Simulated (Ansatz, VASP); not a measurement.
# Two plane-wave programs on TePb

The input POSCAR:

```
TePb
1.0
    0.0000000000      3.2310000000      3.2310000000
    3.2310000000      0.0000000000      3.2310000000
    3.2310000000      3.2310000000      0.0000000000
Pb Te
1 1
Direct
    0.0000000000      0.0000000000      0.0000000000
    0.5000000000      0.5000000000      0.5000000000
```

The input INCAR.step1:

```
  PREC = Accurate
  ENCUT = 520
  EDIFF = 1E-5
  ISMEAR = -1
  SIGMA = 0.05
  LREAL = False
  LASPH = True
  NELM = 60
  ALGO = Normal
  ISIF = 2
  LWAVE = True
  LCHARG = False
  GGA = PE
  NBANDS = 17
```

The input INCAR.step2:

```
  PREC = Accurate
  ENCUT = 520
  EDIFF = 1E-6
  ISMEAR = -1
  SIGMA = 0.05
  LREAL = False
  LASPH = True
  NELM = 60
  ALGO = Normal
  ISIF = 2
  LWAVE = False
  LCHARG = False
  GGA = PE
  LHFCALC = True
  AEXX = 0.25
  HFSCREEN = 0.3
  PRECFOCK = Normal
  ISTART = 1
  NBANDS = 17
```

KPOINTS

```
Automatic mesh
0
Gamma
  4 4 4
```

The input input.yaml:

```yaml
crystal:
  lattice:
    - [0.0, 3.231, 3.231]
    - [3.231, 0.0, 3.231]
    - [3.231, 3.231, 0.0]
  atoms:
    - { symbol: Pb, position: [0.0, 0.0, 0.0] }
    - { symbol: Te, position: [0.5, 0.5, 0.5] }
hamiltonian:
  xc: { exchange: pbe, correlation: pbe, exx: { coeff: 0.25, omega: 0.3 } }
  pseudopotentials: { kind: paw }
kpoints:
  mp_grid: { grid: [4, 4, 4] }
  band_path:
    path:
      - [[0.0, 0.0, 0.0], [0.5, 0.0, 0.5], [0.5, 0.25, 0.75], [0.375, 0.375, 0.75], [0.0, 0.0, 0.0], [0.5, 0.5, 0.5], [0.625, 0.25, 0.625], [0.5, 0.25, 0.75], [0.5, 0.5, 0.5], [0.375, 0.375, 0.75]]
      - [[0.625, 0.25, 0.625], [0.5, 0.0, 0.5]]
    npoints: 4
scf:
  occupations: { method: fermi_dirac, width: 0.05 }
  n_extra_bands: 6
output:
  forces: true
  stress: true
  eigenvalues: true
  fatbands: false
```

Alike in both runs: functional PBE-based screened hybrid with a share of 0.25 of exact exchange and HFSCREEN = 0.3; k mesh 4 × 4 × 4; occupations fermi-dirac, width 0.05 eV; no spin polarisation.

```csv
,VASP,Ansatz
version,VASP 6.6.1,Ansatz 0.2.0
potentials or method,"VASP PAW PBE potentials, release 64 (Pb_d, Te)",Ansatz PAW
plane-wave cutoff (eV),520,420
valence electrons in the cell,20,30
task,single point,band structure
```

|  | VASP | Ansatz | Ansatz less VASP |
| --- | --- | --- | --- |
| gap on the k mesh at the Fermi level (eV) | 0.96 | 1.00 | +0.039 |
| least direct gap on the mesh (eV) | 0.96 | 1.00 | +0.039 |
| pressure (GPa) | 1.1 | 1.3 | +0.20 |

VASP's potentials were made for PBE, not for PBE-based screened hybrid. VASP's potentials hold 20 valence electrons a cell and Ansatz's 30, so a difference there can come from the potentials and not from the codes.

The k mesh is coarse, so the values compare programs but aren't converged. Neither program's run includes spin-orbit coupling.
